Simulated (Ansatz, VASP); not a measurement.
# One calculation of Se, two programs

INCAR

```
SYSTEM = Se
PREC = Accurate ; ENCUT = 520
EDIFF = 1E-6 ; ISMEAR = -1
SIGMA = 0.02 ; LREAL = .False.
LASPH = .True. ; NELM = 100
ALGO = Normal ; ISIF = 2
LWAVE = .False. ; LCHARG = .False.
GGA = PE ; NBANDS = 27
```

Contents of KPOINTS:

```
Automatic mesh
0
Gamma
  6 6 6
  0 0 0
```

The input POSCAR:

```
Se
1.0
    5.6247499422      3.2474508932      1.4885349391
   -5.6247499422      3.2474508932      1.4885349391
    0.0000000000     -6.4949017865      1.4885349391
Se
6
Direct
    0.8392979907      0.7150361889      0.0841377999
    0.7150361889      0.0841377999      0.8392979907
    0.0841377999      0.8392979907      0.7150361889
    0.1607020093      0.2849638111      0.9158622001
    0.2849638111      0.9158622001      0.1607020093
    0.9158622001      0.1607020093      0.2849638111
```

Input for Ansatz:

```yaml
crystal:
  lattice:
    - [5.6247499422, 3.2474508932, 1.4885349391]
    - [-5.6247499422, 3.2474508932, 1.4885349391]
    - [0.0, -6.4949017865, 1.4885349391]
  atoms:
    - { symbol: Se, position: [0.8392979907, 0.7150361889, 0.0841377999] }
    - { symbol: Se, position: [0.7150361889, 0.0841377999, 0.8392979907] }
    - { symbol: Se, position: [0.0841377999, 0.8392979907, 0.7150361889] }
    - { symbol: Se, position: [0.1607020093, 0.2849638111, 0.9158622001] }
    - { symbol: Se, position: [0.2849638111, 0.9158622001, 0.1607020093] }
    - { symbol: Se, position: [0.9158622001, 0.1607020093, 0.2849638111] }
kpoints:
  mp_grid: { grid: [6, 6, 6] }
  band_path:
    path:
      - [[0.0, 0.0, 0.0], [0.5, 2.921874462448e-18, -3.431942328072e-17], [0.5, -0.5, 0.5], [0.2016838838985, -0.7983161161015, 0.2016838838985]]
      - [[0.2016838838985, 0.2016838838985, 0.2016838838985], [0.0, 0.0, 0.0], [0.5, -0.5, 2.528451816933e-17]]
    npoints: 10
hamiltonian:
  xc: pbe
scf:
  occupations: { method: fermi_dirac, width: 0.02 }
  n_extra_bands: 5
output:
  forces: true
  stress: true
  eigenvalues: true
```

Alike in both runs: task single point; functional PBE; k mesh 6 × 6 × 6; occupations fermi-dirac, width 0.02 eV; no spin polarisation.

|  | VASP | Ansatz |
| --- | --- | --- |
| version | VASP 6.6.1 | Ansatz 0.2.0 |
| potentials or method | VASP PAW PBE potentials, release 64 (Se) | plane waves, PAW |
| plane-wave cutoff (eV) | 520 | 420 |
| valence electrons in the cell | 36 | 96 |

|  | VASP | Ansatz | Ansatz less VASP |
| --- | --- | --- | --- |
| gap on the k mesh at the Fermi level (eV) | 1.23 | 1.24 | +0.004 |
| pressure (GPa) | 2.4 | 2.3 | -0.13 |
| traceless stress, the component that is largest in VASP (GPa) | -0.16 | -0.11 | +0.048 |
| rms of the force components (eV/Å) | 0.210 | 0.191 | -0.0191 |

Atom by atom the forces differ by 0.019 eV/Å (rms over components). VASP's potentials hold 36 valence electrons a cell and Ansatz's 96, so a difference there can come from the potentials and not from the codes.
